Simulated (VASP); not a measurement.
# BP (F-43m) in VASP: notebook

The runs below take BP through single point, with PBE-based screened hybrid, HSE06.

Everything below comes from runs of VASP 6.6.1. Logs are shortened: lines on timing, memory, paths and dates and some standing lists are left out, and cuts for length are marked.

## 1. The cell of the first run

Symmetry: F-43m, No. 216, cubic system. Conventional cell: a = 4.538 Å, b = 4.538 Å, c = 4.538 Å, α = 90.00°, β = 90.00°, γ = 90.00°. P (site symmetry -43m) has 4 B at 1.97 Å within 2.6 Å. B (site symmetry -43m) has 4 P at 1.97 Å within 2.6 Å.

## 2. Single point, PBE-based screened hybrid

Input file POSCAR:

```
BP
1.0
    0.0000000000      2.2690000000      2.2690000000
    2.2690000000      0.0000000000      2.2690000000
    2.2690000000      2.2690000000      0.0000000000
P B
1 1
Direct
    0.7500000000      0.7500000000      0.7500000000
    0.0000000000      0.0000000000      0.0000000000
```

Input file INCAR.step1:

```
ALGO     = Normal         # electronic algorithm
EDIFF    = 1E-5           # SCF threshold, eV
ENCUT    = 520            # plane-wave cutoff, eV
GGA      = PE             # functional
ISIF     = 2              # what is computed and relaxed
ISMEAR   = -1             # smearing method
LASPH    = True           # aspherical terms in the spheres
LCHARG   = False          # write CHGCAR
LREAL    = False          # projectors in reciprocal space
LWAVE    = True           # write WAVECAR
NBANDS   = 11             # bands
NELM     = 60             # most SCF steps
PREC     = Accurate       # precision mode
SIGMA    = 0.05           # smearing width, eV
```

Input file INCAR.step2:

```
AEXX     = 0.15           # exact-exchange fraction
ALGO     = Normal         # electronic algorithm
EDIFF    = 1E-6           # SCF threshold, eV
ENCUT    = 520            # plane-wave cutoff, eV
GGA      = PE             # functional
HFSCREEN = 0.2078699      # screening, 1/A
ISIF     = 2              # what is computed and relaxed
ISMEAR   = -1             # smearing method
ISTART   = 1            
LASPH    = True           # aspherical terms in the spheres
LCHARG   = False          # write CHGCAR
LHFCALC  = True           # exact exchange
LREAL    = False          # projectors in reciprocal space
LWAVE    = False          # write WAVECAR
NBANDS   = 11             # bands
NELM     = 60             # most SCF steps
PREC     = Accurate       # precision mode
PRECFOCK = Normal       
SIGMA    = 0.05           # smearing width, eV
```

Input file KPOINTS:

```
k-points
0
Gamma
  6 6 6
```

Potentials or basis: VASP PAW PBE potentials, release 64 (P, B).

On the command line:

```sh
$ cat potpaw_PBE.64/P/POTCAR potpaw_PBE.64/B/POTCAR > POTCAR
$ cp INCAR.step1 INCAR
$ mpirun -np 1 vasp_std > vasp.out
$ cp INCAR.step2 INCAR
$ mpirun -np 1 vasp_std > vasp.out
```

OUTCAR:

```text
AEXX = 0.15
   EDIFF = 1E-6
   ENCUT = 520
   GGA = PE
   HFSCREEN = 0.2078699
   ISIF = 2
   ISMEAR = -1
   ISTART = 1
   LASPH = True
   LHFCALC = True
   LREAL = False
   NELM = 60
   PREC = Accurate
   PRECFOCK = Normal

 ion  position               nearest neighbor table
   1  0.750  0.750  0.750-   2 1.97   2 1.97   2 1.97   2 1.97
   2  0.000  0.000  0.000-   1 1.97   1 1.97   1 1.97   1 1.97

  LATTYP: Found a face centered cubic cell.
 ALAT       =     4.5380000000

  Lattice vectors:

 A1 = (   0.0000000000,   2.2690000000,   2.2690000000)
 A2 = (   2.2690000000,   0.0000000000,   2.2690000000)
 A3 = (   2.2690000000,   2.2690000000,   0.0000000000)

Analysis of symmetry for initial positions (statically):
=====================================================================
 Subroutine PRICEL returns:
 Original cell was already a primitive cell.

 Routine SETGRP: Setting up the symmetry group for a
 face centered cubic supercell.

 Subroutine GETGRP returns: Found 24 space group operations
 (whereof 24 operations were pure point group operations)
 out of a pool of 48 trial point group operations.

The static configuration has the point symmetry T_d .

Analysis of symmetry for dynamics (positions and initial velocities):
=====================================================================
 Subroutine PRICEL returns:
 Original cell was already a primitive cell.

 Routine SETGRP: Setting up the symmetry group for a
 face centered cubic supercell.

 Subroutine GETGRP returns: Found 24 space group operations
 (whereof 24 operations were pure point group operations)
 out of a pool of 48 trial point group operations.

The dynamic configuration has the point symmetry T_d .

 Subroutine INISYM returns: Found 24 space group operations
 (whereof 24 operations are pure point group operations),
 and found     1 'primitive' translations

----------------------------------------------------------------------------------------

                                     Primitive cell

  volume of cell :      23.3633

  direct lattice vectors                    reciprocal lattice vectors
     0.000000000  2.269000000  2.269000000    -0.220361393  0.220361393  0.220361393
     2.269000000  0.000000000  2.269000000     0.220361393 -0.220361393  0.220361393
     2.269000000  2.269000000  0.000000000     0.220361393  0.220361393 -0.220361393

  length of vectors
     3.208850573  3.208850573  3.208850573     0.381677128  0.381677128  0.381677128

  position of ions in fractional coordinates (direct lattice)
     0.750000000  0.750000000  0.750000000
     0.000000000  0.000000000  0.000000000

  ion indices of the primitive-cell ions
   primitive index   ion index
                 1           1
                 2           2

----------------------------------------------------------------------------------------

 KPOINTS: k-points

Automatic generation of k-mesh.
 Grid dimensions read from file:
 generate k-points for:    6    6    6

 Generating k-lattice:

  Cartesian coordinates                     Fractional coordinates (reciprocal lattice)
    -0.036726899  0.036726899  0.036726899     0.166666667  0.000000000  0.000000000
     0.036726899 -0.036726899  0.036726899     0.000000000  0.166666667  0.000000000
     0.036726899  0.036726899 -0.036726899     0.000000000  0.000000000  0.166666667

  Length of vectors
     0.063612855  0.063612855  0.063612855

  Shift w.r.t. Gamma in fractional coordinates (k-lattice)
     0.000000000  0.000000000  0.000000000

 Subroutine IBZKPT returns following result:
 ===========================================

 Found     16 irreducible k-points:

 Following reciprocal coordinates:
            Coordinates               Weight
  0.000000  0.000000  0.000000      1.000000
  0.166667  0.000000  0.000000      8.000000
  0.333333  0.000000  0.000000      8.000000
  0.500000  0.000000  0.000000      4.000000
  0.166667  0.166667  0.000000      6.000000
  0.333333  0.166667  0.000000     24.000000
[... 8 lines left out ...]
 -0.333333  0.333333  0.166667     24.000000
 -0.333333  0.500000  0.166667     12.000000
   k-points           NKPTS =     16   k-points in BZ     NKDIM =    216   number of bands    NBANDS=     11
   number of dos      NEDOS =    301   number of ions     NIONS =      2
   total plane-waves  NPLWV =  13824
   dimension x,y,z NGX =    24 NGY =   24 NGZ =   24
   dimension x,y,z NGXF=    48 NGYF=   48 NGZF=   48
   ions per type =               1   1
   NGX,Y,Z   is equivalent  to a cutoff of  12.43, 12.43, 12.43 a.u.
   NGXF,Y,Z  is equivalent  to a cutoff of  24.87, 24.87, 24.87 a.u.
 SYSTEM =  unknown system
   PREC   = accura    normal or accurate (medium, high low for compatibility)
   ISTART =      1    job   : 0-new  1-cont  2-samecut
   ICHARG =      0    charge: 1-file 2-atom 10-const
   ISPIN  =      1    spin polarized calculation?
   LNONCOLLINEAR =      F non collinear calculations
   LSORBIT =      F    spin-orbit coupling
   LASPH  =      T    aspherical Exc in radial PAW
   ENCUT  =  520.0 eV  38.22 Ry    6.18 a.u.   5.97  5.97  5.97*2*pi/ulx,y,z
   NELM   =     60;   NELMIN=  2; NELMDL=  0     # of ELM steps
   EDIFF  = 0.1E-05   stopping-criterion for ELM
   LREAL  =      F    real-space projection
   EDIFFG = 0.1E-04   stopping-criterion for IOM
   NSW    =      0    number of steps for IOM
   IBRION =     -1    ionic relax: 0-MD 1-quasi-New 2-CG
   NFREE  =      0    steps in history (QN), initial steepest desc. (CG)
   ISIF   =      2    stress and relaxation
   ISYM   =      3    0-nonsym 1-usesym 2-fastsym
   POTIM  = 0.5000    time-step for ionic-motion
   TEBEG  =    0.0;   TEEND  =   0.0 temperature during run
   PSTRESS=    0.0 pullay stress
   NELECT =       8.0000    total number of electrons
   NUPDOWN=      -1.0000    fix difference up-down
   EMIN   =  10.00;   EMAX   =-10.00  energy-range for DOS
   EFERMI =   0.00;   METHOD = LEGACY
   ISMEAR =    -1;   SIGMA  =   0.05  broadening in eV -4-tet -1-fermi 0-gaus
   EFERMI_NEDOS =   21; number of points for ismear=-14 and -15
   IALGO  =     38    algorithm
   IMIX   =      1    mixing-type and parameters
     AMIX     =   0.40;   BMIX     =  1.00
     AMIX_MAG =   1.60;   BMIX_MAG =  1.00
  volume/ion in A,a.u.               =      11.68        78.83
  Fermi-wavevector in a.u.,A,eV,Ry     =   1.145320  2.164342 17.847562  1.311759
  Thomas-Fermi vector in A             =   2.282009
   LORBIT       =      0    0 simple, 1 ext, 2 COOP (PROOUT), +10 PAW based schemes
   GGA     = PE    functional components
   LHFCALC =     T    Hartree Fock is set to
   PRECFOCK=normal    Normal, Fast or Accurate (Low or Medium for compatibility)
   ENCUT4O =  -1.0   cutoff for four orbital integrals eV
   NKREDX  =     1    reduce k-point grid by
   NKREDY  =     1    reduce k-point grid by
   NKREDZ  =     1    reduce k-point grid by
   AEXX    =    0.1500 exact exchange contribution
   HFSCREEN=    0.2079 screening length (either q_TF or 0.3 A-1)
   HFSCREENC=   0.2079 screening length for correlation (either q_TF or 0.3 A-1)
   ENCUTFOCK=  -1.0 apply spherical cutoff to Coloumb kernel
   IVDW    =     0    specifies the selected vdW correction
   LEPSILON=     F    determine dielectric tensor
   LRPA    =     F    only Hartree local field effects (RPA)
 non-spin polarized calculation
  energy-cutoff  :      520.00
  volume of cell :       23.36
 maximum number of plane-waves:       636
  NGX = 18; NGY = 18; NGZ = 18

 number of electron       8.0000000 magnetization

 Free energy of the ion-electron system (eV)
  ---------------------------------------------------
  ext. energy  EPLUGINS =         0.00000000
  ---------------------------------------------------
  free energy    TOTEN  =       -14.05325122 eV

  energy without entropy =      -14.05325121  energy(sigma->0) =      -14.05325121

 E-fermi :   8.0560     XC(G=0):  -9.7661

 val. band max:        7.1862561132   @ k =   0.0000   0.0000   0.0000
 cond. band min:       8.9465130832   @ k =   0.5000   0.5000   0.0000
 fundamental gap:      1.7602569700
 Fermi energy:         8.0560072583

 k-point     1 :       0.0000    0.0000    0.0000
  band No.  band energies     occupation
      1      -9.2611      2.00000
      2       7.1863      2.00000
      3       7.1863      2.00000
      4       7.1863      2.00000
      5      11.1377      0.00000
      6      11.1377      0.00000
      7      11.1377      0.00000
      8      15.3409      0.00000
      9      19.3435      0.00000
     10      20.1006      0.00000
     11      20.1006      0.00000

 k-point     2 :       0.1667    0.0000    0.0000
  band No.  band energies     occupation
      1      -8.7339      2.00000
      2       4.1981      2.00000
      3       6.4939      2.00000
      4       6.4939      2.00000
      5      11.7717      0.00000
      6      12.0835      0.00000
      7      12.0835      0.00000
      8      16.6645      0.00000
      9      18.8544      0.00000
     10      18.8544      0.00000
     11      20.6464      0.00000

 k-point     3 :       0.3333    0.0000    0.0000
  band No.  band energies     occupation
      1      -7.2312      2.00000
      2       0.0312      2.00000
      3       5.6343      2.00000
      4       5.6343      2.00000
      5      11.6525      0.00000
      6      12.6560      0.00000
      7      12.6560      0.00000
      8      18.0922      0.00000
      9      19.8694      0.00000
     10      19.8694      0.00000
     11      21.3888      0.00000
[... 155 lines left out ...]
 k-point    15 :      -0.3333    0.3333    0.1667
  band No.  band energies     occupation
      1      -4.5380      2.00000
      2      -1.4743      2.00000
      3       1.3618      2.00000
      4       2.9945      2.00000
      5      12.2601      0.00000
      6      13.5219      0.00000
      7      16.5902      0.00000
      8      17.1515      0.00000
      9      18.4997      0.00000
     10      22.9858      0.00000
     11      25.7585      0.00000

 k-point    16 :      -0.3333    0.5000    0.1667
  band No.  band energies     occupation
      1      -3.8721      2.00000
      2      -1.6199      2.00000
      3       1.5883      2.00000
      4       1.7193      2.00000
      5      11.5542      0.00000
      6      12.1892      0.00000
      7      17.1416      0.00000
      8      17.7989      0.00000
      9      21.0923      0.00000
     10      24.3885      0.00000
     11      24.6713      0.00000

------------------------ aborting loop because EDIFF is reached ----------------------------------------

  FORCE on cell =-STRESS in cart. coord.  units (eV):
  Direction    XX          YY          ZZ          XY          YZ          ZX
  --------------------------------------------------------------------------------------
  -------------------------------------------------------------------------------------
  Total       -0.1225777     -0.1225777     -0.1225777      0.0000000      0.0000000      0.0000000
  in kB       -8.4059812     -8.4059812     -8.4059812      0.0000000      0.0000000      0.0000000
  external PRESSURE =      -8.4059812 kB  Pullay stress =       0.0000000 kB

 VOLUME and BASIS-vectors are now :
 -----------------------------------------------------------------------------
  energy-cutoff  :      520.00
  volume of cell :       23.36
      direct lattice vectors                 reciprocal lattice vectors
     0.000000000  2.269000000  2.269000000    -0.220361393  0.220361393  0.220361393
     2.269000000  0.000000000  2.269000000     0.220361393 -0.220361393  0.220361393
     2.269000000  2.269000000  0.000000000     0.220361393  0.220361393 -0.220361393

 POSITION                                       TOTAL-FORCE (eV/Angst)
 -----------------------------------------------------------------------------------
      3.40350      3.40350      3.40350         0.000000     -0.000000     -0.000000
      0.00000      0.00000      0.00000        -0.000000      0.000000      0.000000
 -----------------------------------------------------------------------------------
    total drift:                               -0.000000      0.000000     -0.000000

  FREE ENERGIE OF THE ION-ELECTRON SYSTEM (eV)
  ---------------------------------------------------
  free  energy   TOTEN  =       -14.0532512157 eV

  energy  without entropy=      -14.0532512142  energy(sigma->0) =      -14.05325121
```

Wall time 5.4 min (1 thread of Intel Xeon Platinum 8259CL at 2.50GHz (Skylake/Cascade Lake), shared host); peak memory 0.24 GiB.

What came out:

```yaml
Free_energy: -14.0533 eV
Pressure: -0.8 GPa
Band_gap_on_the_k_mesh: 1.76 eV, indirect (least direct gap 3.95 eV)
```

Levels at points of the mesh, in eV from the valence-band top:
```
           k point  band 1  band 2  band 3  band 4  band 5  band 6  band 7  band 8  band 9
(0.00, 0.00, 0.00)  -16.45    0.00    0.00    0.00    3.95    3.95    3.95    8.15   12.16
(0.50, 0.00, 0.00)  -12.92   -9.62   -1.87   -1.87    4.35    5.31    5.31   10.87   15.56
(0.50, 0.50, 0.00)  -11.27   -9.18   -4.36   -4.36    1.76    2.10   13.14   13.14   16.27
```

Caveat: the PAW data sets were made with another functional, which shifts forces and pressure a little. A k mesh can miss the band edges.

## 3. Single point, PBE-based screened hybrid

POSCAR is that of step 2.

Input file INCAR.step1:

```
SYSTEM = BP
PREC = Accurate
ENCUT = 520
EDIFF = 1E-5
ISMEAR = -1
SIGMA = 0.05
LREAL = .False.
LASPH = .True.
NELM = 100
ALGO = Normal
ISIF = 2
LWAVE = .True.
LCHARG = .False.
NBANDS = 11
GGA = PE
```

Input file INCAR.step2:

```
SYSTEM = BP
PREC = Accurate
ENCUT = 520
EDIFF = 1E-7
ISMEAR = -1
SIGMA = 0.05
LREAL = .False.
LASPH = .True.
NELM = 100
ALGO = Normal
ISIF = 2
LWAVE = .False.
LCHARG = .False.
GGA = PE
LHFCALC = .True.
AEXX = 0.25
HFSCREEN = 0.2078699
PRECFOCK = Normal
NBANDS = 11
ISTART = 1
```

Input file KPOINTS:

```
regular mesh
0
Gamma
  6 6 6
  0 0 0
```

Potentials or basis: VASP PAW PBE potentials, release 64 (P, B).

On the command line:

```sh
$ cat potpaw_PBE.64/P/POTCAR potpaw_PBE.64/B/POTCAR > POTCAR
$ cp INCAR.step1 INCAR
$ mpirun -np 1 vasp_std > vasp.out
$ cp INCAR.step2 INCAR
$ mpirun -np 1 vasp_std > vasp.out
```

Wall time 6.9 min (1 thread of Intel Xeon Platinum 8259CL at 2.50GHz (Skylake/Cascade Lake), shared host); peak memory 0.23 GiB.

It converged, with:

```
Free energy            : -14.8241 eV
Pressure               : -2.0 GPa
Band gap on the k mesh : 2.06 eV, indirect (least direct gap 4.34 eV)
```

Levels at points of the mesh, in eV from the valence-band top:
| k point | band 1 | band 2 | band 3 | band 4 | band 5 | band 6 | band 7 | band 8 |
| --- | --- | --- | --- | --- | --- | --- | --- | --- |
| (0.00, 0.00, 0.00) | -17.09 | 0.00 | 0.00 | 0.00 | 4.34 | 4.34 | 4.34 | 8.69 |
| (0.50, 0.00, 0.00) | -13.43 | -10.00 | -1.93 | -1.93 | 4.74 | 5.72 | 5.72 | 11.36 |
| (0.50, 0.50, 0.00) | -11.70 | -9.57 | -4.52 | -4.52 | 2.06 | 2.41 | 13.83 | 13.83 |

Caveat: the PAW data sets were made with another functional, which shifts forces and pressure a little. A k mesh can miss the band edges.

## 4. Single point, PBE-based screened hybrid

POSCAR is that of step 3.

Input file INCAR.step1:

```
SYSTEM = BP
  ALGO = Normal
  EDIFF = 1E-5
  ENCUT = 520
  GGA = PE
  ISIF = 2
  ISMEAR = -1
  LASPH = .TRUE.
  LREAL = .FALSE.
  LWAVE = .TRUE.
  NBANDS = 11
  NELM = 80
  PREC = Accurate
  SIGMA = 0.05
```

Input file INCAR.step2:

```
SYSTEM = BP
  AEXX = 0.35
  ALGO = Normal
  EDIFF = 1E-6
  ENCUT = 520
  GGA = PE
  HFSCREEN = 0.2078699
  ISIF = 2
  ISMEAR = -1
  ISTART = 1
  LASPH = .TRUE.
  LCHARG = .TRUE.
  LELF = .TRUE.
  LHFCALC = .TRUE.
  LREAL = .FALSE.
  LVHAR = .TRUE.
  LWAVE = .FALSE.
  NBANDS = 11
  NELM = 80
  PREC = Accurate
  PRECFOCK = Normal
  SIGMA = 0.05
```

Input file KPOINTS:

```
k-points
0
G
  6 6 6
  0 0 0
```

On the command line:

```sh
$ cat potpaw_PBE.64/P/POTCAR potpaw_PBE.64/B/POTCAR > POTCAR
$ cp INCAR.step1 INCAR
$ mpirun -np 1 vasp_std > vasp.out
$ cp INCAR.step2 INCAR
$ mpirun -np 1 vasp_std > vasp.out
```

Wall time 6.9 min (1 thread of Intel Xeon Platinum 8259CL at 2.50GHz (Skylake/Cascade Lake), shared host); peak memory 0.24 GiB.

Results (log left out):

```yaml
Free_energy: -15.6033 eV
Pressure: -3.2 GPa
Band_gap_on_the_k_mesh: 2.37 eV, indirect (least direct gap 4.73 eV)
```

Levels at points of the mesh, in eV from the valence-band top:
```csv
k point,band 1,band 2,band 3,band 4,band 5,band 6,band 7,band 8,band 9
"(0.00, 0.00, 0.00)",-17.73,0.00,0.00,0.00,4.73,4.73,4.73,9.23,13.05
"(0.50, 0.00, 0.00)",-13.93,-10.36,-2.00,-2.00,5.14,6.14,6.14,11.86,16.84
"(0.50, 0.50, 0.00)",-12.12,-9.96,-4.68,-4.68,2.37,2.73,14.53,14.53,17.67
```

Caveat: the PAW data sets were made with another functional, which shifts forces and pressure a little.

[end of part 1 of 2]
